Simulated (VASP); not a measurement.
# Al3Cu (P4/mmm) in VASP: notebook, part 2 of 2

VASP 6.6.1. The steps go on from the part before.

### 4 Single point, r2SCAN (strain -0.030 along x and y, +0.030 along z)

Input file POSCAR:

```
Al3Cu
1.0
    2.6905674370      0.0000000000      0.0000000000
    0.0000000000      2.6905674370      0.0000000000
    0.0000000000      0.0000000000      7.8196190074
Al Cu
3 1
Direct
    0.0000000000      0.0000000000      0.5000000000
    0.5000000000      0.5000000000      0.2226430005
    0.5000000000      0.5000000000      0.7773569995
    0.0000000000      0.0000000000      0.0000000000
```

Input file INCAR.step1:

```
PREC = Accurate
ENCUT = 520
ISMEAR = 0
SIGMA = 0.15
LREAL = F
LASPH = T
NELM = 60
NBANDS = 18
GGA = PE
ALGO = Normal
EDIFF = 1E-4
LWAVE = T
LCHARG = F
```

Input file INCAR.step2:

```
PREC = Accurate
ENCUT = 520
EDIFF = 1E-6
ISMEAR = 0
SIGMA = 0.15
LREAL = F
LASPH = T
NELM = 60
ALGO = Normal
ISIF = 2
LWAVE = F
LCHARG = T
METAGGA = R2SCAN
LMIXTAU = T
LELF = T
LVHAR = T
NBANDS = 18
ISTART = 1
```

Input file KPOINTS:

```
Automatic mesh
0
Gamma
  18 18 6
```

Potentials or basis: VASP PAW PBE potentials, release 64 (Al, Cu).

Launch:

```sh
cat potpaw_PBE.64/Al/POTCAR potpaw_PBE.64/Cu/POTCAR > POTCAR
cp INCAR.step1 INCAR
mpirun -np 1 vasp_std > vasp.out
cp INCAR.step2 INCAR
mpirun -np 1 vasp_std > vasp.out
```

OUTCAR:

```text
PREC = Accurate
   ENCUT = 520
   EDIFF = 1E-6
   ISMEAR = 0
   LREAL = F
   LASPH = T
   NELM = 60
   ISIF = 2
   METAGGA = R2SCAN
   ISTART = 1

 ion  position               nearest neighbor table
   1  0.000  0.000  0.500-   2 2.89   3 2.89   2 2.89   3 2.89   2 2.89   3 2.89   2 2.89   3 2.89

   2  0.500  0.500  0.223-   4 2.58   4 2.58   4 2.58   4 2.58   1 2.89   1 2.89   1 2.89   1 2.89

   3  0.500  0.500  0.777-   4 2.58   4 2.58   4 2.58   4 2.58   1 2.89   1 2.89   1 2.89   1 2.89

[... 700 lines left out ...]

 [... further k-points ...]
[... 5 lines left out ...]
  --------------------------------------------------------------------------------------
  -------------------------------------------------------------------------------------
  Total        2.7153426      2.7153426     -1.1786117      0.0000000      0.0000000     -0.0000000
  in kB       76.8531829     76.8531829    -33.3586112      0.0000000      0.0000000     -0.0000000
  external PRESSURE =      40.1159182 kB  Pullay stress =       0.0000000 kB

 VOLUME and BASIS-vectors are now :
 -----------------------------------------------------------------------------
  energy-cutoff  :      520.00
  volume of cell :       56.61
      direct lattice vectors                 reciprocal lattice vectors
     2.690567437  0.000000000  0.000000000     0.371668811  0.000000000  0.000000000
     0.000000000  2.690567437  0.000000000     0.000000000  0.371668811  0.000000000
     0.000000000  0.000000000  7.819619007     0.000000000  0.000000000  0.127883468

 POSITION                                       TOTAL-FORCE (eV/Angst)
 -----------------------------------------------------------------------------------
      0.00000      0.00000      3.90981         0.000000      0.000000      0.000000
      1.34528      1.34528      1.74098        -0.000000      0.000000      0.229214
      1.34528      1.34528      6.07864         0.000000     -0.000000     -0.229214
      0.00000      0.00000      0.00000         0.000000      0.000000      0.000000
 -----------------------------------------------------------------------------------
    total drift:                                0.000000      0.000000     -0.000000

  FREE ENERGIE OF THE ION-ELECTRON SYSTEM (eV)
  ---------------------------------------------------
  free  energy   TOTEN  =       -31.3264895261 eV

  energy  without entropy=      -31.3126103495  energy(sigma->0) =      -31.31954994
```

OUTCAR.step1:

```text
PREC = Accurate
   ENCUT = 520
   ISMEAR = 0
   LREAL = F
[... 736 lines left out ...]
      0.00000      0.00000      3.90981         0.000000      0.000000      0.000000
      1.34528      1.34528      1.74098         0.000000      0.000000      0.281167
      1.34528      1.34528      6.07864         0.000000     -0.000000     -0.281167
      0.00000      0.00000      0.00000         0.000000      0.000000      0.000000
 -----------------------------------------------------------------------------------
    total drift:                                0.000000      0.000000     -0.000000

  FREE ENERGIE OF THE ION-ELECTRON SYSTEM (eV)
  ---------------------------------------------------
  free  energy   TOTEN  =       -15.1882825130 eV

  energy  without entropy=      -15.1737826371  energy(sigma->0) =      -15.18103258
```

OSZICAR.step1:

```text
N       E                     dE             d eps       ncg     rms          rms(c)
DAV:   1     0.743442933437E+02    0.74344E+02   -0.83861E+03  7966   0.117E+03
DAV:   2    -0.136367622621E+02   -0.87981E+02   -0.81621E+02  8152   0.215E+02
DAV:   3    -0.179951972338E+02   -0.43584E+01   -0.42058E+01 10954   0.533E+01
DAV:   4    -0.180946158584E+02   -0.99419E-01   -0.98940E-01 11302   0.661E+00
DAV:   5    -0.180970892674E+02   -0.24734E-02   -0.24729E-02 11498   0.102E+00    0.177E+01
DAV:   6    -0.243659495723E+02   -0.62689E+01   -0.10341E+02 10142   0.277E+02    0.160E+01
DAV:   7    -0.159086143964E+02    0.84573E+01   -0.23360E+01 11048   0.876E+01    0.549E+00
DAV:   8    -0.151875168330E+02    0.72110E+00   -0.36011E+00 11566   0.524E+01    0.923E-01
DAV:   9    -0.152173636173E+02   -0.29847E-01   -0.27886E-01 12798   0.749E+00    0.129E+00
DAV:  10    -0.151891662218E+02    0.28197E-01   -0.78050E-02 10712   0.797E+00    0.256E-01
DAV:  11    -0.151887084880E+02    0.45773E-03   -0.38927E-03 12682   0.640E-01    0.161E-01
DAV:  12    -0.151883418942E+02    0.36659E-03   -0.72046E-04 10466   0.712E-01    0.679E-02
DAV:  13    -0.151882825130E+02    0.59381E-04   -0.17154E-04  5256   0.354E-01
   1 F= -.15188283E+02 E0= -.15181033E+02  d E =-.144999E-01
```

Run time: 10 min. Hardware: 1 thread of Intel Xeon Platinum 8259CL at 2.50GHz (Skylake/Cascade Lake), shared host; peak memory 0.33 GiB.

Results:

```yaml
Free_energy: -31.3265 eV
Pressure: 4.0 GPa
Largest_force: 0.229 eV/Å
Band_gap_on_the_k_mesh: zero (bands 10 and 11 overlap by 5.50 eV)
```

Forces in eV/Å, atoms in the order of the input:
```
Al   0.000  0.000  0.000
Al   0.000  0.000  0.229
Al   0.000  0.000 -0.229
Cu   0.000  0.000  0.000
```

Caveat: the cell differs from its parent crystal (strain -0.030 along x and y, +0.030 along z); the cell stands under pressure; the PAW data sets were made with another functional, which shifts forces and pressure a little.

### 5 The runs side by side

| cell | gap on the mesh (eV) | pressure (GPa) | largest force (eV/Å) |
| --- | --- | --- | --- |
| a = 2.732, b = 2.732, c = 7.364 Å, 4 atoms | none | 7.3 | 0.18 |
| a = 2.691, b = 2.691, c = 7.706 Å, 4 atoms | none | 5.7 | 0.25 |
| a = 2.691, b = 2.691, c = 7.820 Å, 4 atoms | none | 4.0 | 0.23 |

Alike in all rows: task single point; level r2SCAN; potentials or basis VASP PAW PBE potentials, release 64 (Al, Cu); no spin polarisation; k mesh 18 × 18 × 6; cutoff (eV) 520; smearing gaussian 0.15 eV.

Caveats: the cell stands under pressure; the PAW data sets were made with another functional, which shifts forces and pressure a little.

Total energies depend on the potentials used, so only differences within one code and one set of settings carry meaning.
